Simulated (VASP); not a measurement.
Input of a VASP 6.6.1 run:

The input INCAR:

```
SYSTEM = TiAl3
ALGO     = Fast           ! electronic algorithm
EDIFF    = 1E-6           ! SCF threshold, eV
ENCUT    = 520            ! plane-wave cutoff, eV
ISIF     = 2              ! what is computed and relaxed
ISMEAR   = -1             ! smearing method
LASPH    = .TRUE.         ! aspherical terms in the spheres
LCHARG   = .FALSE.        ! write CHGCAR
LREAL    = .FALSE.        ! projectors in reciprocal space
LWAVE    = .FALSE.        ! write WAVECAR
NBANDS   = 18             ! bands
NELM     = 80             ! most SCF steps
PREC     = Accurate       ! precision mode
SIGMA    = 0.05           ! smearing width, eV
```

File KPOINTS:

```
k-points
0
G
  6 6 6
  0 0 0
```

POSCAR

```
TiAl3
1.0
   -1.9111067713      1.9111067713      4.2806687947
    1.9111067713     -1.9111067713      4.2806687947
    1.9111067713      1.9111067713     -4.2806687947
Ti Al
1 3
Direct
    0.0000000000      0.0000000000      0.0000000000
    0.2500000000      0.7500000000      0.5000000000
    0.7500000000      0.2500000000      0.5000000000
    0.5000000000      0.5000000000      0.0000000000
```

Potentials or basis: VASP PAW LDA potentials, release 64 (Ti_sv, Al).

The run is started by

```console
$ cat potpaw_LDA.64/Ti_sv/POTCAR potpaw_LDA.64/Al/POTCAR > POTCAR
$ mpirun -np 1 vasp_std > vasp.out
```

Task: Estimate the band gap on the k mesh.

Result: Zero (an odd number of electrons rules out a gap without spin polarisation).

Task: Predict the pressure.

Result: -3.4 GPa.

Stress tensor (GPa, compression positive):
```
-3.59  0.00  0.00
 0.00 -3.59  0.00
 0.00  0.00 -2.91
```

Caveat: the cell stands under tension.
